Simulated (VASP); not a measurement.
PtSe2, 3 atoms in the cell. The cell holds a slab with vacuum, 3 atoms: a = 3.707 Å, b = 3.707 Å, c = 31.122 Å, α = 90.00°, β = 90.00°, γ = 120.00°. 

```yaml
Program: VASP 6.6.1
Task: single point
Functional: r2SCAN
Potentials_or_basis: VASP PAW PBE potentials, release 64 (Se, Pt)
Cutoff: 520 eV
k_mesh: 12 × 12 × 1
Occupations: gaussian, width 0.02 eV
Spin: no spin polarisation
Dipole_correction: yes
Further_INCAR_settings: ALGO = Normal; EDIFF = 1e-06; NBANDS = 18
```

Potentials or basis: VASP PAW PBE potentials, release 64 (Se, Pt).

Run with:

```bash
$ cat potpaw_PBE.64/Se/POTCAR potpaw_PBE.64/Pt/POTCAR > POTCAR
$ cp INCAR.step1 INCAR
$ mpirun -np 1 vasp_std > vasp.out
$ cp INCAR.step2 INCAR
$ mpirun -np 1 vasp_std > vasp.out
```

Hardware: 1 thread of Intel(R) Xeon(R) 6975P-C (Granite Rapids) (shared host).

Estimate the wall time of this run.

Wall time 5.5 min on 1 thread of Intel(R) Xeon(R) 6975P-C (Granite Rapids), on a shared host, peak memory 0.55 GiB. Counts: k points 19.
